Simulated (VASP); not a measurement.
# TaAs in VASP: a series of runs, part 2 of 2

VASP 6.6.1. Earlier steps stand in the parts before.

## Step 3: Single point, PBE (strained)

INCAR reads:

```
SYSTEM = TaAs
PREC = Accurate
ENCUT = 520
EDIFF = 1E-6
ISMEAR = 0
SIGMA = 0.1
LREAL = .False.
LASPH = .True.
NELM = 80
ALGO = Normal
ISIF = 2
LWAVE = .False.
LCHARG = .False.
GGA = PE
NBANDS = 24
```

KPOINTS reads:

```
regular mesh
0
Gamma
  18 18 18
  0 0 0
```

POSCAR reads:

```
TaAs
1.0
   -1.7701963177      1.7701963177      5.9448115702
    1.7701963177     -1.7701963177      5.9448115702
    1.7701963177      1.7701963177     -5.9448115702
Ta As
2 2
Direct
    0.5050798254      1.0050798254      0.5000000000
    0.7550798254      0.7550798254      0.0000000000
    0.0775195946      0.5775195946      0.5000000000
    0.3275195946      0.3275195946      0.0000000000
```

Potentials or basis: VASP PAW PBE potentials, release 64 (Ta_pv, As).

The run is started by

```bash
$ cat potpaw_PBE.64/Ta_pv/POTCAR potpaw_PBE.64/As/POTCAR > POTCAR
$ mpirun -np 1 vasp_std > vasp.out
```

OUTCAR:

```text
SYSTEM = TaAs
   PREC = Accurate
   ENCUT = 520
   EDIFF = 1E-6
   ISMEAR = 0
   LREAL = .False.
   LASPH = .True.
   NELM = 80
   ISIF = 2
   GGA = PE

 ion  position               nearest neighbor table
   1  0.505  0.005  0.500-   3 2.65   3 2.65   3 2.65   3 2.65   4 2.76   4 2.76   2 3.46   2 3.46
                             2 3.46   2 3.46
   2  0.755  0.755  0.000-   4 2.65   4 2.65   4 2.65   4 2.65   3 2.76   3 2.76   1 3.46   1 3.46
                             1 3.46   1 3.46
   3  0.078  0.578  0.500-   1 2.65   1 2.65   1 2.65   1 2.65   2 2.76   2 2.76
   4  0.328  0.328  0.000-   2 2.65   2 2.65   2 2.65   2 2.65   1 2.76   1 2.76

  LATTYP: Found a body centered tetragonal cell.
 ALAT       =     3.5403926354
 C/A-ratio  =     3.3582781247

  Lattice vectors:

 A1 = (  -1.7701963177,   1.7701963177,   5.9448115702)
 A2 = (   1.7701963177,  -1.7701963177,   5.9448115702)
 A3 = (   1.7701963177,   1.7701963177,  -5.9448115702)

Analysis of symmetry for initial positions (statically):
=====================================================================
 Subroutine PRICEL returns:
 Original cell was already a primitive cell.
[... 177 lines left out ...]

 val. band max:        6.3120632750   @ k =  -0.1111  -0.4444   0.1111
 cond. band min:       6.3155924470   @ k =  -0.1111   0.5000   0.1111
 fundamental gap:      0.0035291720
 Fermi energy:         6.3148759834

 k-point     1 :       0.0000    0.0000    0.0000
  band No.  band energies     occupation
      1     -28.7698      2.00000
      2     -28.7698      2.00000
      3     -28.7549      2.00000
      4     -28.6638      2.00000
      5     -28.6638      2.00000
      6     -28.5724      2.00000
[... 637 lines left out ...]
     23      10.5474      0.00000
     24      11.0840      0.00000

 [... further k-points ...]

------------------------ aborting loop because EDIFF is reached ----------------------------------------

  FORCE on cell =-STRESS in cart. coord.  units (eV):
  Direction    XX          YY          ZZ          XY          YZ          ZX
  --------------------------------------------------------------------------------------
  -------------------------------------------------------------------------------------
  Total       -3.7226680     -3.7226680     -4.4185911      0.0000000      0.0000000      0.0000000
  in kB      -80.0431080    -80.0431080    -95.0065265      0.0000000      0.0000000      0.0000000
  external PRESSURE =     -85.0309141 kB  Pullay stress =       0.0000000 kB

 VOLUME and BASIS-vectors are now :
 -----------------------------------------------------------------------------
  energy-cutoff  :      520.00
  volume of cell :       74.51
      direct lattice vectors                 reciprocal lattice vectors
    -1.770196318  1.770196318  5.944811570     0.000000000  0.282454548  0.084106955
     1.770196318 -1.770196318  5.944811570     0.282454548  0.000000000  0.084106955
     1.770196318  1.770196318 -5.944811570     0.282454548  0.282454548  0.000000000

 POSITION                                       TOTAL-FORCE (eV/Angst)
 -----------------------------------------------------------------------------------
      0.00000      1.77020      0.06040        -0.000000     -0.000000     -0.992572
      0.00000      0.00000      8.97761        -0.000000     -0.000000     -0.992572
      1.77020      0.00000      0.92168         0.000000      0.000000      0.992572
      0.00000      0.00000      3.89408         0.000000      0.000000      0.992572
 -----------------------------------------------------------------------------------
    total drift:                                0.000000      0.000000      0.000571

  FREE ENERGIE OF THE ION-ELECTRON SYSTEM (eV)
  ---------------------------------------------------
  free  energy   TOTEN  =       -34.8818733573 eV

  energy  without entropy=      -34.8799551393  energy(sigma->0) =      -34.88091425
```

OSZICAR:

```text
N       E                     dE             d eps       ncg     rms          rms(c)
DAV:   1     0.234765170497E+03    0.23477E+03   -0.16438E+04 23064   0.128E+03
DAV:   2    -0.270349583892E+02   -0.26180E+03   -0.25057E+03 27088   0.342E+02
DAV:   3    -0.367393099636E+02   -0.97044E+01   -0.94574E+01 30360   0.596E+01
DAV:   4    -0.368807122793E+02   -0.14140E+00   -0.14116E+00 26024   0.731E+00
DAV:   5    -0.368825717049E+02   -0.18594E-02   -0.18587E-02 30512   0.734E-01    0.184E+01
DAV:   6    -0.349755833676E+02    0.19070E+01   -0.50015E+00 27392   0.134E+01    0.732E+00
DAV:   7    -0.348977800232E+02    0.77803E-01   -0.38238E-01 30504   0.385E+00    0.258E+00
DAV:   8    -0.348819137975E+02    0.15866E-01   -0.33338E-02 27016   0.855E-01    0.246E-01
DAV:   9    -0.348818368528E+02    0.76945E-04   -0.24535E-03 29440   0.252E-01    0.135E-01
DAV:  10    -0.348818863655E+02   -0.49513E-04   -0.35917E-04 27008   0.145E-01    0.222E-02
DAV:  11    -0.348818765501E+02    0.98154E-05   -0.15642E-05 29256   0.302E-02    0.123E-02
DAV:  12    -0.348818731851E+02    0.33650E-05   -0.48633E-06 28048   0.155E-02    0.265E-03
DAV:  13    -0.348818733573E+02   -0.17218E-06   -0.30897E-07 14744   0.410E-03
   1 F= -.34881873E+02 E0= -.34880914E+02  d E =-.191822E-02
```

Run time: 13 min. Hardware: 1 thread of Intel Xeon 6975P-C (Granite Rapids), shared host; peak memory 0.91 GiB.

What came out:

| Quantity | Value |
| --- | --- |
| Free energy | -34.8819 eV |
| Pressure | -8.5 GPa |
| Largest force | 0.993 eV/Å |
| Band gap on the k mesh | zero (bands 16 and 17 overlap by 0.05 eV) |

Forces on the atoms (eV/Å):
```
Ta   0.000  0.000 -0.993
Ta   0.000  0.000 -0.993
As   0.000  0.000  0.993
As   0.000  0.000  0.993
```

Caveat: the cell differs from its parent crystal (strained); the cell stands under tension; spin-orbit coupling is left out, which moves the levels of the heavy elements.

## Step 4: Single point, PBE+U

This run uses another cell than the first one: it holds 4 atoms, not 8.

INCAR reads:

```
SYSTEM = TaAs
  PREC = Accurate
  ENCUT = 520
  EDIFF = 1E-6
  ISMEAR = 0
  SIGMA = 0.1
  LREAL = .False.
  LASPH = .True.
  NELM = 100
  ALGO = Normal
  ISIF = 2
  LWAVE = .False.
  LCHARG = .False.
  GGA = PE
  NBANDS = 24
```

KPOINTS is that of step 3.

POSCAR reads:

```
TaAs
1.0
   -1.7314485850      1.7314485850      5.8672939479
    1.7314485850     -1.7314485850      5.8672939479
    1.7314485850      1.7314485850     -5.8672939479
Ta As
2 2
Direct
    0.5001741996      1.0001741996      0.5000000000
    0.7501741996      0.7501741996      0.0000000000
    0.0824252204      0.5824252204      0.5000000000
    0.3324252204      0.3324252204      0.0000000000
```

The run is started by

```bash
$ cat potpaw_PBE.64/Ta_pv/POTCAR potpaw_PBE.64/As/POTCAR > POTCAR
$ mpirun -np 1 vasp_std > vasp.out
```

Run time: 61 min. Hardware: 1 thread of Oxide Virtual Turin-like, shared host; peak memory 0.86 GiB.

It converged, with:

```
Free energy            : -35.1180 eV
Pressure               : 0.4 GPa
Band gap on the k mesh : zero (bands 16 and 17 overlap by 0.02 eV)
```

Forces in eV/Å, atoms in the order of the input:
```
Ta   0.000  0.000  0.002
Ta   0.000  0.000  0.002
As   0.000  0.000 -0.002
As   0.000  0.000 -0.002
```

Stress tensor (GPa, compression positive):
```
0.47 0.00 0.00
0.00 0.47 0.00
0.00 0.00 0.35
```

Levels at points of the mesh, in eV from the Fermi level:
```tsv
k point	band 12	band 13	band 14	band 15	band 16	band 17	band 18	band 19	band 20	band 21
(0.00, 0.00, 0.00)	-2.46	-2.31	-1.90	-1.63	-1.63	0.88	1.54	2.32	3.03	3.03
(0.50, 0.00, 0.00)	-3.41	-2.43	-2.29	-1.53	-0.25	0.12	1.36	2.23	2.41	2.99
(0.50, 0.50, 0.00)	-5.03	-3.16	-3.16	-1.12	-1.12	2.74	2.74	3.02	3.02	3.74
(0.50, 0.50, 0.50)	-2.86	-2.75	-2.75	-0.95	-0.95	1.19	1.19	2.27	2.27	3.04
```

Caveat: spin-orbit coupling is left out, which moves the levels of the heavy elements; U without spin polarisation on a metal has little footing; the U is typed as a test and isn't derived for this compound.

## Step 5: Overview

```csv
level,U,cell,k mesh,gap on the mesh (eV),pressure (GPa)
PBE,-,"a = 3.463, b = 3.463, c = 11.737 Å, angles 90.0, 88.9, 90.0°, 8 atoms, atomic positions A",10 × 10 × 4,0.08,0.5
PBE,-,"a = 6.450 Å, angles 148.1, 148.1, 45.7°, 4 atoms, atomic positions B",18 × 18 × 18,none,-8.5
PBE+U,Ta d U = 3.0 eV,"a = 6.358 Å, angles 148.4, 148.4, 45.3°, 4 atoms, atomic positions C",18 × 18 × 18,none,0.4
```

Alike in all rows: task single point; potentials or basis VASP PAW PBE potentials, release 64 (Ta_pv, As); no spin polarisation; cutoff (eV) 520; smearing gaussian 0.1 eV.

Caveats: spin-orbit coupling is left out, which moves the levels of the heavy elements; the cell stands under tension (at least some runs); U without spin polarisation on a metal has little footing (at least some runs); the U is typed as a test and isn't derived for this compound (at least some runs).

Total energies depend on the potentials used, so only differences within one code and one set of settings carry meaning.
